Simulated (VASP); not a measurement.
# Na (P6_3/mmc) in VASP: a series of runs

The runs below take Na through single point, with LDA.

Program: VASP 6.6.1. These are calculated values, not measurements. Logs are shortened: lines on timing, memory, paths and dates and some standing lists are left out, and cuts for length are marked.

**1. The cell of the first run**

It takes space group P6_3/mmc (No. 194, hexagonal). Conventional cell: a = 3.690 Å, b = 3.690 Å, c = 6.028 Å, α = 90.00°, β = 90.00°, γ = 120.00°. Na (site symmetry -6m2) has 12 Na at 3.69 Å within 4.8 Å.

**2. Single point, LDA (volume scaled by 0.94)**

Contents of INCAR:

```
SYSTEM = Na
  PREC = Accurate
  ENCUT = 520
  EDIFF = 1E-7
  ISMEAR = -1
  SIGMA = 0.05
  LREAL = .False.
  LASPH = .True.
  NELM = 100
  ALGO = Normal
  ISIF = 2
  LWAVE = .False.
  LCHARG = .False.
  NBANDS = 14
```

Contents of KPOINTS:

```
regular mesh
0
Gamma
  8 8 5
  0 0 0
```

Contents of POSCAR:

```
Na
1.0
    3.6901008715      0.0000000000      0.0000000000
   -1.8450504358      3.1957210973      0.0000000000
    0.0000000000      0.0000000000      6.0283729130
Na
2
Direct
    0.6666666667      0.3333333333      0.7500000000
    0.3333333333      0.6666666667      0.2500000000
```

Potentials or basis: VASP PAW LDA potentials, release 64 (Na_pv).

The run is started by

```bash
cat potpaw_LDA.64/Na_pv/POTCAR > POTCAR
mpirun -np 1 vasp_std > vasp.out
```

OUTCAR:

```text
SYSTEM = Na
   PREC = Accurate
   ENCUT = 520
   EDIFF = 1E-7
   ISMEAR = -1
   LREAL = .False.
   LASPH = .True.
   NELM = 100
   ISIF = 2

 ion  position               nearest neighbor table
   1  0.667  0.333  0.750-
   2  0.333  0.667  0.250-

  LATTYP: Found a hexagonal cell.
 ALAT       =     3.6901008715
 C/A-ratio  =     1.6336607380

  Lattice vectors:

 A1 = (   3.6901008715,   0.0000000000,   0.0000000000)
 A2 = (  -1.8450504358,   3.1957210973,   0.0000000000)
 A3 = (   0.0000000000,   0.0000000000,   6.0283729130)

Analysis of symmetry for initial positions (statically):
=====================================================================
 Subroutine PRICEL returns:
 Original cell was already a primitive cell.

 Routine SETGRP: Setting up the symmetry group for a
 hexagonal supercell.

 Subroutine GETGRP returns: Found 24 space group operations
 (whereof 12 operations were pure point group operations)
 out of a pool of 24 trial point group operations.

The static configuration has the point symmetry D_3d.
 The point group associated with its full space group is D_6h.

Analysis of symmetry for dynamics (positions and initial velocities):
=====================================================================
 Subroutine PRICEL returns:
 Original cell was already a primitive cell.

 Routine SETGRP: Setting up the symmetry group for a
 hexagonal supercell.

 Subroutine GETGRP returns: Found 24 space group operations
 (whereof 12 operations were pure point group operations)
 out of a pool of 24 trial point group operations.

The dynamic configuration has the point symmetry D_3d.
 The point group associated with its full space group is D_6h.

 Subroutine INISYM returns: Found 24 space group operations
 (whereof 12 operations are pure point group operations),
 and found     1 'primitive' translations

----------------------------------------------------------------------------------------

                                     Primitive cell

  volume of cell :      71.0898

  direct lattice vectors                    reciprocal lattice vectors
     3.690100871  0.000000000  0.000000000     0.270995302  0.156459211  0.000000000
    -1.845050436  3.195721097  0.000000000     0.000000000  0.312918421  0.000000000
     0.000000000  0.000000000  6.028372913     0.000000000  0.000000000  0.165882240

  length of vectors
     3.690100871  3.690100872  6.028372913     0.312918421  0.312918421  0.165882240

  position of ions in fractional coordinates (direct lattice)
     0.666666667  0.333333333  0.750000000
     0.333333333  0.666666667  0.250000000

  ion indices of the primitive-cell ions
   primitive index   ion index
                 1           1
                 2           2

----------------------------------------------------------------------------------------

 KPOINTS: regular mesh

Automatic generation of k-mesh.
 Grid dimensions read from file:
 generate k-points for:    8    8    5

 Generating k-lattice:

  Cartesian coordinates                     Fractional coordinates (reciprocal lattice)
     0.033874413  0.019557401  0.000000000     0.125000000  0.000000000  0.000000000
     0.000000000  0.039114803  0.000000000     0.000000000  0.125000000  0.000000000
     0.000000000  0.000000000  0.033176448     0.000000000  0.000000000  0.200000000

  Length of vectors
     0.039114803  0.039114803  0.033176448

  Shift w.r.t. Gamma in fractional coordinates (k-lattice)
     0.000000000  0.000000000  0.000000000

 Subroutine IBZKPT returns following result:
 ===========================================

 Found     30 irreducible k-points:

 Following reciprocal coordinates:
            Coordinates               Weight
  0.000000  0.000000  0.000000      1.000000
  0.125000 -0.000000  0.000000      6.000000
  0.250000 -0.000000  0.000000      6.000000
  0.375000 -0.000000  0.000000      6.000000
  0.500000 -0.000000  0.000000      3.000000
  0.125000  0.125000  0.000000      6.000000
[... 16 lines left out ...]
  0.250000 -0.000000  0.400000     12.000000
  0.375000 -0.000000  0.400000     12.000000
 [... further k-points ...]
   k-points           NKPTS =     30   k-points in BZ     NKDIM =     30   number of bands    NBANDS=     14
   number of dos      NEDOS =    301   number of ions     NIONS =      2
   total plane-waves  NPLWV =  37632
   dimension x,y,z NGX =    28 NGY =   28 NGZ =   48
   dimension x,y,z NGXF=    56 NGYF=   56 NGZF=   96
   ions per type =               2
   NGX,Y,Z   is equivalent  to a cutoff of  12.61, 12.61, 13.24 a.u.
   NGXF,Y,Z  is equivalent  to a cutoff of  25.23, 25.23, 26.47 a.u.
 SYSTEM =  Na
   PREC   = accura    normal or accurate (medium, high low for compatibility)
   ISTART =      0    job   : 0-new  1-cont  2-samecut
   ICHARG =      2    charge: 1-file 2-atom 10-const
   ISPIN  =      1    spin polarized calculation?
   LNONCOLLINEAR =      F non collinear calculations
   LSORBIT =      F    spin-orbit coupling
   LASPH  =      T    aspherical Exc in radial PAW
   ENCUT  =  520.0 eV  38.22 Ry    6.18 a.u.   6.86  6.86 11.21*2*pi/ulx,y,z
   NELM   =    100;   NELMIN=  2; NELMDL= -5     # of ELM steps
   EDIFF  = 0.1E-06   stopping-criterion for ELM
   LREAL  =      F    real-space projection
   EDIFFG = 0.1E-05   stopping-criterion for IOM
   NSW    =      0    number of steps for IOM
   IBRION =     -1    ionic relax: 0-MD 1-quasi-New 2-CG
   NFREE  =      0    steps in history (QN), initial steepest desc. (CG)
   ISIF   =      2    stress and relaxation
   ISYM   =      2    0-nonsym 1-usesym 2-fastsym
   POTIM  = 0.5000    time-step for ionic-motion
   TEBEG  =    0.0;   TEEND  =   0.0 temperature during run
   PSTRESS=    0.0 pullay stress
   NELECT =      14.0000    total number of electrons
   NUPDOWN=      -1.0000    fix difference up-down
   EMIN   =  10.00;   EMAX   =-10.00  energy-range for DOS
   EFERMI =   0.00;   METHOD = LEGACY
   ISMEAR =    -1;   SIGMA  =   0.05  broadening in eV -4-tet -1-fermi 0-gaus
   EFERMI_NEDOS =   21; number of points for ismear=-14 and -15
   IALGO  =     38    algorithm
   IMIX   =      4    mixing-type and parameters
     AMIX     =   0.40;   BMIX     =  1.00
     AMIX_MAG =   1.60;   BMIX_MAG =  1.00
  volume/ion in A,a.u.               =      35.54       239.87
  Fermi-wavevector in a.u.,A,eV,Ry     =   0.952464  1.799895 12.343030  0.907187
  Thomas-Fermi vector in A             =   2.081029
   LORBIT       =      0    0 simple, 1 ext, 2 COOP (PROOUT), +10 PAW based schemes
   GGA     = CA    functional components
   LHFCALC =     F    Hartree Fock is set to
   AEXX    =    0.0000 exact exchange contribution
   IVDW    =     0    specifies the selected vdW correction
   LEPSILON=     F    determine dielectric tensor
   LRPA    =     F    only Hartree local field effects (RPA)
 non-spin polarized calculation
  energy-cutoff  :      520.00
  volume of cell :       71.09
 maximum number of plane-waves:      1931
 NGX is ok and might be reduce to    28
   NGX = 13   NGY = 13   NGZ = 23

 number of electron      13.9999984 magnetization

 Free energy of the ion-electron system (eV)
  ---------------------------------------------------
  ext. energy  EPLUGINS =         0.00000000
  ---------------------------------------------------
  free energy    TOTEN  =        -2.90199868 eV

  energy without entropy =       -2.89570467  energy(sigma->0) =       -2.89885168

 E-fermi :   0.2310     XC(G=0):  -6.8461

 val. band max:        0.0751851311   @ k =   0.3750   0.1250   0.2000
 cond. band min:       0.2515548504   @ k =   0.1250   0.1250   0.2000
 fundamental gap:      0.1763697193
 Fermi energy:         0.2309877065

 k-point     1 :       0.0000    0.0000    0.0000
  band No.  band energies     occupation
      1     -24.6683      2.00000
      2     -24.6324      2.00000
      3     -24.6324      2.00000
      4     -24.6268      2.00000
      5     -24.6267      2.00000
      6     -24.6267      2.00000
      7      -3.0942      2.00000
      8       0.8612      0.00001
      9       1.2330      0.00000
     10      10.4635      0.00000
     11      10.4635      0.00000
     12      10.8119      0.00000
     13      10.8119      0.00000
     14      10.9992      0.00000

 k-point     2 :       0.1250   -0.0000    0.0000
  band No.  band energies     occupation
      1     -24.6662      2.00000
      2     -24.6370      2.00000
      3     -24.6339      2.00000
      4     -24.6314      2.00000
      5     -24.6276      2.00000
      6     -24.6275      2.00000
      7      -2.8561      2.00000
      8       1.0705      0.00000
      9       1.4646      0.00000
     10       7.7981      0.00000
     11       9.2900      0.00000
     12       9.6532      0.00000
     13      11.2769      0.00000
     14      11.7299      0.00000

 k-point     3 :       0.2500   -0.0000    0.0000
  band No.  band energies     occupation
      1     -24.6608      2.00000
      2     -24.6482      2.00000
      3     -24.6426      2.00000
      4     -24.6373      2.00000
      5     -24.6300      2.00000
      6     -24.6295      2.00000
      7      -2.1490      2.00000
      8       1.7003      0.00000
      9       2.1309      0.00000
     10       5.0856      0.00000
     11       8.1464      0.00000
     12       8.3330      0.00000
     13       8.5247      0.00000
     14      10.1430      0.00000
[... 324 lines left out ...]
 k-point    23 :       0.2500   -0.0000    0.4000
  band No.  band energies     occupation
      1     -24.6561      2.00000
      2     -24.6506      2.00000
      3     -24.6402      2.00000
      4     -24.6347      2.00000
      5     -24.6346      2.00000
      6     -24.6322      2.00000
      7      -1.4798      2.00000
      8      -0.6557      2.00000
      9       5.2839      0.00000
     10       5.9639      0.00000
     11       6.3307      0.00000
     12       7.8963      0.00000
     13       8.8876      0.00000
     14       9.5827      0.00000

 k-point    24 :       0.3750   -0.0000    0.4000
  band No.  band energies     occupation
      1     -24.6634      2.00000
      2     -24.6606      2.00000
      3     -24.6409      2.00000
      4     -24.6375      2.00000
      5     -24.6358      2.00000
      6     -24.6347      2.00000
      7      -0.3381      1.99998
      8       0.4651      0.01835
      9       3.2294      0.00000
     10       3.9981      0.00000
     11       6.6795      0.00000
     12       8.3112      0.00000
     13       8.3113      0.00000
     14       9.0028      0.00000

 [... further k-points ...]
[... 5 lines left out ...]
  --------------------------------------------------------------------------------------
  -------------------------------------------------------------------------------------
  Total       -0.1910512     -0.1910512     -0.3113557      0.0000000     -0.0000000     -0.0000000
  in kB       -4.3057937     -4.3057937     -7.0171408      0.0000000     -0.0000000     -0.0000000
  external PRESSURE =      -5.2095761 kB  Pullay stress =       0.0000000 kB

 VOLUME and BASIS-vectors are now :
 -----------------------------------------------------------------------------
  energy-cutoff  :      520.00
  volume of cell :       71.09
      direct lattice vectors                 reciprocal lattice vectors
     3.690100871  0.000000000  0.000000000     0.270995302  0.156459211  0.000000000
    -1.845050436  3.195721097  0.000000000     0.000000000  0.312918421  0.000000000
     0.000000000  0.000000000  6.028372913     0.000000000  0.000000000  0.165882240

 POSITION                                       TOTAL-FORCE (eV/Angst)
 -----------------------------------------------------------------------------------
      1.84505      1.06524      4.52128        -0.000000     -0.000000      0.000000
     -0.00000      2.13048      1.50709         0.000000      0.000000      0.000000
 -----------------------------------------------------------------------------------
    total drift:                               -0.000000      0.000000     -0.000000

  FREE ENERGIE OF THE ION-ELECTRON SYSTEM (eV)
  ---------------------------------------------------
  free  energy   TOTEN  =        -2.9019986824 eV

  energy  without entropy=       -2.8957046736  energy(sigma->0) =       -2.89885168
```

It took 12 s on 1 thread of AMD EPYC 9R45 (Zen 5), shared host; peak memory 0.12 GiB.

What came out:

```yaml
Free_energy: -2.9020 eV
Pressure: -0.5 GPa
Band_gap_on_the_k_mesh: zero (band 7 reaches 1.77 eV, above the bottom of band 8 at -1.57 eV)
```

Stress tensor (GPa, compression positive):
```
-0.43  0.00  0.00
 0.00 -0.43  0.00
 0.00  0.00 -0.70
```

Levels at points of the mesh, in eV from the Fermi level:
```csv
k point,band 3,band 4,band 5,band 6,band 7,band 8,band 9,band 10,band 11,band 12
"(0.00, 0.00, 0.00)",-24.86,-24.86,-24.86,-24.86,-3.33,0.63,1.00,10.23,10.23,10.58
"(0.50, 0.00, 0.00)",-24.88,-24.87,-24.87,-24.86,0.31,0.40,4.01,4.01,4.49,4.73
```

**3. Single point, LDA (volume scaled by 0.96)**

Contents of INCAR:

```
SYSTEM = Na
PREC = Accurate
ENCUT = 520
EDIFF = 1E-6
ISMEAR = -1
SIGMA = 0.05
LREAL = .False.
LASPH = .True.
NELM = 80
ALGO = Fast
ISIF = 2
LWAVE = .False.
LCHARG = .False.
GGA = CA
NBANDS = 14
```

Contents of KPOINTS:

```
Automatic mesh
0
Gamma
  8 8 5
  0 0 0
```

Contents of POSCAR:

```
Na
1.0
    3.7160883536      0.0000000000      0.0000000000
   -1.8580441768      3.2182269170      0.0000000000
    0.0000000000      0.0000000000      6.0708276422
Na
2
Direct
    0.6666666667      0.3333333333      0.7500000000
    0.3333333333      0.6666666667      0.2500000000
```

Potentials or basis: VASP PAW LDA potentials, release 64 (Na_pv).

The run is started by

```bash
cat potpaw_LDA.64/Na_pv/POTCAR > POTCAR
mpirun -np 1 vasp_std > vasp.out
```

Wall time 16 s (1 thread of AMD EPYC 9R45 (Zen 5), shared host); peak memory 0.12 GiB.

It converged, with:

```yaml
Free_energy: -2.8965 eV
Pressure: -0.7 GPa
Band_gap_on_the_k_mesh: zero (band 7 reaches 1.70 eV, above the bottom of band 8 at -1.61 eV)
```

Stress tensor (GPa, compression positive):
```
-0.59  0.00  0.00
 0.00 -0.59  0.00
 0.00  0.00 -0.86
```

Levels at points of the mesh, in eV from the Fermi level:
| k point | band 4 | band 5 | band 6 | band 7 | band 8 | band 9 | band 10 | band 11 |
| --- | --- | --- | --- | --- | --- | --- | --- | --- |
| (0.00, 0.00, 0.00) | -24.87 | -24.87 | -24.87 | -3.28 | 0.63 | 0.98 | 10.11 | 10.11 |
| (0.50, 0.00, 0.00) | -24.89 | -24.88 | -24.88 | 0.31 | 0.39 | 3.96 | 3.98 | 4.42 |

**4. Single point, LDA (volume scaled by 0.98)**

Contents of INCAR:

```
PREC = Accurate ; ENCUT = 520
EDIFF = 1E-6 ; ISMEAR = -1
SIGMA = 0.05 ; LREAL = False
LASPH = True ; NELM = 60
ALGO = Fast ; ISIF = 2
LWAVE = False ; LCHARG = False
NBANDS = 14
```

Contents of KPOINTS:

```
regular mesh
0
Gamma
  8 8 5
```

Contents of POSCAR:

```
Na
1.0
    3.7417173590      0.0000000000      0.0000000000
   -1.8708586795      3.2404222867      0.0000000000
    0.0000000000      0.0000000000      6.1126967421
Na
2
Direct
    0.6666666667      0.3333333333      0.7500000000
    0.3333333333      0.6666666667      0.2500000000
```

The run is started by

```bash
cat potpaw_LDA.64/Na_pv/POTCAR > POTCAR
mpirun -np 1 vasp_std > vasp.out
```

Wall time 16 s (1 thread of AMD EPYC 9R45 (Zen 5), shared host); peak memory 0.13 GiB.

Results (log left out):

```
Free energy            : -2.8897 eV
Pressure               : -0.8 GPa
Band gap on the k mesh : zero (band 7 reaches 1.63 eV, above the bottom of band 8 at -1.64 eV)
```

Stress tensor (GPa, compression positive):
```
-0.72  0.00  0.00
 0.00 -0.72  0.00
 0.00  0.00 -0.98
```

Levels at points of the mesh, in eV from the Fermi level:
```csv
k point,band 4,band 5,band 6,band 7,band 8,band 9,band 10,band 11
"(0.00, 0.00, 0.00)",-24.89,-24.89,-24.89,-3.24,0.63,0.96,10.00,10.00
"(0.50, 0.00, 0.00)",-24.90,-24.90,-24.90,0.31,0.38,3.91,3.95,4.36
```

[end of part 1 of 2]
